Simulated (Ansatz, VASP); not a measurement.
One calculation of Sr, two programs

File INCAR:

```
SYSTEM = Sr
  PREC = Accurate
  ENCUT = 520
  EDIFF = 1E-7
  ISMEAR = -1
  SIGMA = 0.1
  LREAL = .FALSE.
  LASPH = .TRUE.
  NELM = 60
  ALGO = Normal
  ISIF = 2
  LWAVE = .FALSE.
  LCHARG = .FALSE.
  GGA = PS
  NBANDS = 11
```

File KPOINTS:

```
Automatic mesh
0
G
  11 11 11
  0 0 0
```

The input POSCAR:

```
Sr
1.0
   -2.3411708596      2.3411708596      2.3411708596
    2.3411708596     -2.3411708596      2.3411708596
    2.3411708596      2.3411708596     -2.3411708596
Sr
1
Direct
    0.0000000000      0.0000000000      0.0000000000
```

Input for Ansatz:

```yaml
crystal:
  lattice:
    - [-2.3411708596, 2.3411708596, 2.3411708596]
    - [2.3411708596, -2.3411708596, 2.3411708596]
    - [2.3411708596, 2.3411708596, -2.3411708596]
  atoms:
    - { symbol: Sr, position: [0.0, 0.0, 0.0] }
hamiltonian:
  xc: pbesol
  pseudopotentials:
    kind: paw
    azcp:
      Sr: "pseudopotentials/Sr.paw.azcp"
basis:
  ecutwfc: 420
  fft_grid_basis: typed
kpoints:
  mp_grid: { grid: [11, 11, 11], shift: [0, 0, 0] }
magnetization:
  spin_polarized: false
scf:
  occupations: { method: fermi_dirac, width: 0.1 }
  lower_state_search: "off"
output:
  stress: true
```

Alike in both runs: task single point; functional PBEsol; k mesh 11 × 11 × 11; occupations fermi-dirac, width 0.1 eV; no spin polarisation.

|  | VASP | Ansatz |
| --- | --- | --- |
| version | VASP 6.6.1 | Ansatz 0.2.0 |
| potentials or method | VASP PAW PBE potentials, release 64 (Sr_sv), cutoff 520 eV | plane waves (420 eV) with PAW, scalar-relativistic |
| valence electrons in the cell | 10 | 10 |

```csv
,VASP,Ansatz,Ansatz less VASP
pressure (GPa),0.0,0.0,-0.01
```

VASP's potentials were made for PBE, not for PBEsol, and Ansatz warns of the same on its side. With one functional, cell and mesh, what is left measures potentials, basis and numerics.
